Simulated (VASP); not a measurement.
**SiO2: single point with r2SCAN**

Crystal: SiO2.

```
Si O
1.0
     0.00000    4.51748    7.22287
     2.26411    0.00000    7.22287
     2.26411    4.51748    0.00000
Si O
4 8
Direct
  0.56143 0.56143 0.93857
  0.31143 0.31143 0.68857
  0.68857 0.68857 0.31143
  0.93857 0.93857 0.56143
  0.62500 0.12500 0.62500
  0.62500 0.62500 0.12500
  0.62500 0.62500 0.62500
  0.12500 0.62500 0.62500
  0.17348 0.82652 0.17348
  0.82652 0.17348 0.82652
  0.42348 0.07652 0.42348
  0.07652 0.42348 0.07652
```

```
Program             : VASP 6.6.1
Task                : single point
Functional          : r2SCAN
Potentials or basis : VASP PAW PBE potentials, release 64 (Si, O)
Cutoff              : 520 eV
k mesh              : 6 × 6 × 6
Occupations         : gaussian, width 0.02 eV
Spin                : no spin polarisation
```

```
Pressure               : 15.3 GPa
Largest force          : 0.070 eV/Å
Band gap on the k mesh : 6.65 eV
```

Forces on the atoms (eV/Å):
```
Si   0.000  0.000  0.070
Si   0.000  0.000  0.070
Si   0.000  0.000 -0.070
Si   0.000  0.000 -0.070
O    0.000  0.000  0.000
O    0.000  0.000  0.000
O    0.000  0.000  0.000
O    0.000  0.000  0.000
O    0.000 -0.010  0.000
O    0.000  0.010  0.000
O    0.000 -0.010  0.000
O    0.000  0.010  0.000
```

Stress tensor (GPa, compression positive):
```
15.42  0.00  0.00
 0.00 15.08  0.00
 0.00  0.00 15.34
```

Levels at points of the mesh, in eV from the valence-band top:
```csv
k point,band 29,band 30,band 31,band 32,band 33,band 34,band 35,band 36
"(0.00, 0.00, 0.00)",-0.59,-0.48,-0.13,0.00,6.65,9.24,9.59,9.72
"(0.50, 0.00, 0.00)",-0.72,-0.63,-0.38,-0.26,9.26,9.91,10.70,10.90
"(0.50, 0.50, 0.00)",-0.79,-0.79,-0.13,-0.13,7.88,7.88,9.87,9.87
"(0.50, 0.00, 0.50)",-1.13,-1.13,-0.43,-0.43,8.81,8.81,10.44,10.44
"(0.00, 0.50, 0.50)",-1.08,-1.08,-0.27,-0.27,9.36,9.36,9.90,9.90
```

It took 14 min on 1 thread of Intel(R) Xeon(R) 6975P-C (Granite Rapids) (shared host), peak memory 0.51 GiB.

Caveat: the cell stands under pressure; the PAW data sets were made with another functional, which shifts forces and pressure a little. A k mesh can miss the band edges.
